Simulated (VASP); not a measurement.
# HfN (Fm-3m) in VASP: settings compared, part 2 of 3

VASP 6.6.1. The steps go on from the part before.

## (3) Relaxation of cell and atoms, PBEsol

This run uses another cell than the first one, of 11.48 Å³/atom, 0.993 times its volume.

The input, INCAR:

```
ALGO     = Normal         # electronic algorithm
EDIFF    = 1E-7           # SCF threshold, eV
EDIFFG   = -0.01          # ionic threshold
ENCUT    = 600            # plane-wave cutoff, eV
GGA      = PS             # functional
IBRION   = 2              # ionic algorithm
ISIF     = 3              # what is computed and relaxed
ISMEAR   = -1             # smearing method
LASPH    = T              # aspherical terms in the spheres
LCHARG   = F              # write CHGCAR
LREAL    = F              # projectors in reciprocal space
LWAVE    = F              # write WAVECAR
NELM     = 60             # most SCF steps
NSW      = 80             # ionic steps
PREC     = Accurate       # precision mode
SIGMA    = 0.1            # smearing width, eV
```

The input, KPOINTS:

```
k-points
0
Gamma
  11 11 11
```

The input, POSCAR:

```
HfN
1.0
    0.0000000000      2.2560000000      2.2560000000
    2.2560000000      0.0000000000      2.2560000000
    2.2560000000      2.2560000000      0.0000000000
Hf N
1 1
Direct
    0.0000000000      0.0000000000      0.0000000000
    0.5000000000      0.5000000000      0.5000000000
```

Potentials or basis: VASP PAW PBE potentials, release 64 (Hf_pv, N).

On the command line:

```
$ cat potpaw_PBE.64/Hf_pv/POTCAR potpaw_PBE.64/N/POTCAR > POTCAR
$ mpirun -np 1 vasp_std > vasp.out
```

OUTCAR:

```text
EDIFF = 1E-7
   EDIFFG = -0.01
   ENCUT = 600
   GGA = PS
   IBRION = 2
   ISIF = 3
   ISMEAR = -1
   LASPH = T
   LREAL = F
   NELM = 60
   NSW = 80
   PREC = Accurate

 ion  position               nearest neighbor table
   1  0.000  0.000  0.000-   2 2.26   2 2.26   2 2.26   2 2.26   2 2.26   2 2.26
   2  0.500  0.500  0.500-   1 2.26   1 2.26   1 2.26   1 2.26   1 2.26   1 2.26

  LATTYP: Found a face centered cubic cell.
 ALAT       =     4.5120000000

  Lattice vectors:

 A1 = (   0.0000000000,   2.2560000000,   2.2560000000)
 A2 = (   2.2560000000,   0.0000000000,   2.2560000000)
 A3 = (   2.2560000000,   2.2560000000,   0.0000000000)

Analysis of symmetry for initial positions (statically):
=====================================================================
 Subroutine PRICEL returns:
 Original cell was already a primitive cell.

 Routine SETGRP: Setting up the symmetry group for a
 face centered cubic supercell.

 Subroutine GETGRP returns: Found 48 space group operations
 (whereof 48 operations were pure point group operations)
 out of a pool of 48 trial point group operations.

The static configuration has the point symmetry O_h .

Analysis of symmetry for dynamics (positions and initial velocities):
=====================================================================
 Subroutine PRICEL returns:
 Original cell was already a primitive cell.

 Routine SETGRP: Setting up the symmetry group for a
[... 165 lines left out ...]
  external PRESSURE =     -40.8841356 kB  Pullay stress =       0.0000000 kB
[... 59 lines left out ...]
--------------------------------------- Ionic step        3  -------------------------------------------

 number of electron      15.0000002 magnetization

 Free energy of the ion-electron system (eV)
  ---------------------------------------------------
  ext. energy  EPLUGINS =         0.00000000
  ---------------------------------------------------
  free energy    TOTEN  =       -23.00141391 eV

  energy without entropy =      -22.97913734  energy(sigma->0) =      -22.99027563

 E-fermi :   8.3149     XC(G=0): -12.9901

 val. band max:        8.2916774228   @ k =   0.4545   0.1818   0.0000
 cond. band min:       8.3385947216   @ k =  -0.0909   0.0909   0.0000
 fundamental gap:      0.0469172988
 Fermi energy:         8.3148776067

 k-point     1 :       0.0000    0.0000    0.0000
  band No.  band energies     occupation
      1     -22.6250      2.00000
      2     -22.6250      2.00000
      3     -22.6250      2.00000
      4      -9.1850      2.00000
      5       5.3585      2.00000
      6       5.3585      2.00000
      7       5.3585      2.00000
      8       7.9805      1.93181
      9       7.9805      1.93181
     10       7.9805      1.93181
     11      10.3526      0.00000
[... 309 lines left out ...]
 k-point    24 :      -0.1818    0.1818    0.0000
  band No.  band energies     occupation
      1     -23.2115      2.00000
      2     -22.8399      2.00000
      3     -22.6619      2.00000
      4      -7.5847      2.00000
      5       1.3118      2.00000
      6       2.7654      2.00000
      7       3.5410      2.00000
      8       9.2347      0.00020
      9       9.4339      0.00003
     10      11.5281      0.00000
     11      11.7175      0.00000

 [... further k-points ...]
[... 5 lines left out ...]
  --------------------------------------------------------------------------------------
  -------------------------------------------------------------------------------------
  Total       -0.0044043     -0.0044043     -0.0044043      0.0000000      0.0000000      0.0000000
  in kB       -0.3117268     -0.3117268     -0.3117268      0.0000000      0.0000000      0.0000000
  external PRESSURE =      -0.3117268 kB  Pullay stress =       0.0000000 kB
[... 17 lines left out ...]
  FREE ENERGIE OF THE ION-ELECTRON SYSTEM (eV)
  ---------------------------------------------------
  free  energy   TOTEN  =       -23.0014139142 eV

  energy  without entropy=      -22.9791373364  energy(sigma->0) =      -22.99027563

 reached required accuracy - stopping structural energy minimisation
```

OSZICAR:

```text
N       E                     dE             d eps       ncg     rms          rms(c)
DAV:   1     0.435661754112E+02    0.43566E+02   -0.89058E+03  1232   0.143E+03
[... 25 lines left out ...]
DAV:   1    -0.230422603324E+02   -0.57624E-01   -0.11314E+00  1232   0.110E+01    0.372E+00
DAV:   2    -0.230110755732E+02    0.31185E-01   -0.52354E-02  1265   0.225E+00    0.174E+00
DAV:   3    -0.230017350373E+02    0.93405E-02   -0.20270E-02  1331   0.141E+00    0.107E+00
DAV:   4    -0.230014573210E+02    0.27772E-03   -0.11368E-03  1529   0.358E-01    0.654E-01
DAV:   5    -0.230014160088E+02    0.41312E-04   -0.13253E-04  1443   0.978E-02    0.672E-02
DAV:   6    -0.230014138296E+02    0.21792E-05   -0.11481E-05  1531   0.355E-02    0.154E-02
DAV:   7    -0.230014139142E+02   -0.84583E-07   -0.47150E-07  1382   0.725E-03
   3 F= -.23001414E+02 E0= -.22990276E+02  d E =-.427533E-02
```

Run time: 21 s. Hardware: 1 thread of Intel Xeon 6975P-C (Granite Rapids), shared host; peak memory 0.18 GiB.

Results:

```
Free energy                            : -23.0014 eV
Relaxed volume                         : 11.32 Å³/atom
Relaxed cell                           : a = 3.175 Å, b = 3.175 Å, c = 3.175 Å, α = 60.00°, β = 60.00°, γ = 60.00°
Space group after relaxing (to 0.05 Å) : Fm-3m (No. 225)
Energy gained by relaxing              : 2.1 meV/atom
Ionic steps                            : 3
Pressure after relaxing                : 0.0 GPa
```

The path:
```tsv
step	energy change (eV)	largest force (eV/Å)	pressure (GPa)	volume (Å³)
1	0.0000	0.0000	-4.09	22.96
2	0.0125	0.0000	8.77	22.00
3	-0.0043	0.0000	-0.03	22.64
```

Final structure:
```
CELL_PARAMETERS angstrom
0.00000 2.24522 2.24522
2.24522 0.00000 2.24522
2.24522 2.24522 0.00000
ATOMIC_POSITIONS crystal
Hf 0.00000 0.00000 0.00000
N 0.50000 0.50000 0.50000
```

Caveat: the PAW data sets were made with another functional, which shifts forces and pressure a little; spin-orbit coupling is left out, which moves the levels of the heavy elements.

## (4) Relaxation of cell and atoms, revPBE+D3(BJ)

This run uses another cell than the first one, of 11.48 Å³/atom, 0.993 times its volume.

The input, INCAR:

```
SYSTEM = HfN
PREC = Accurate
ENCUT = 600
EDIFF = 1E-6
ISMEAR = -1
SIGMA = 0.1
LREAL = .False.
LASPH = .True.
NELM = 60
ALGO = Normal
ISIF = 3
LWAVE = .False.
LCHARG = .False.
GGA = RE
IVDW = 12
IBRION = 2
NSW = 80
EDIFFG = -0.01
```

The input, KPOINTS:

```
regular mesh
0
Gamma
  11 11 11
  0 0 0
```

POSCAR is that of step 3.

On the command line:

```
$ cat potpaw_PBE.64/Hf_pv/POTCAR potpaw_PBE.64/N/POTCAR > POTCAR
$ mpirun -np 1 vasp_std > vasp.out
```

Run time: 19 s. Hardware: 1 thread of Intel Xeon 6975P-C (Granite Rapids), shared host; peak memory 0.18 GiB.

It converged, with:

```yaml
Free_energy: -22.3683 eV
Relaxed_volume: 11.36 Å³/atom
Relaxed_cell: a = 3.179 Å, b = 3.179 Å, c = 3.179 Å, α = 60.00°, β = 60.00°, γ = 60.00°
Space_group_after_relaxing_to_0.05_Å: Fm-3m (No. 225)
Energy_gained_by_relaxing: 1.2 meV/atom
Ionic_steps: 3
Pressure_after_relaxing: 0.0 GPa
Dispersion_energy_per_atom: -0.722 eV
```

Step by step:
```tsv
step	energy change (eV)	largest force (eV/Å)	pressure (GPa)	volume (Å³)
1	0.0000	0.0000	-3.04	22.96
2	0.0063	0.0000	6.16	22.25
3	-0.0024	0.0000	0.00	22.71
```

Final structure:
```
Hf N
1.0
     0.00000    2.24780    2.24780
     2.24780    0.00000    2.24780
     2.24780    2.24780    0.00000
Hf N
1 1
Direct
  0.00000 0.00000 0.00000
  0.50000 0.50000 0.50000
```

Levels at points of the mesh, in eV from the Fermi level:
| k point | band 6 | band 7 | band 8 | band 9 | band 10 | band 11 |
| --- | --- | --- | --- | --- | --- | --- |
| (0.00, 0.00, 0.00) | -3.03 | -3.03 | -0.31 | -0.31 | -0.31 | 1.95 |

Caveat: the PAW data sets were made with another functional, which shifts forces and pressure a little; spin-orbit coupling is left out, which moves the levels of the heavy elements; pairwise dispersion overbinds metals, which lowers pressure and volume.

(Continued in part 3 of 3.)
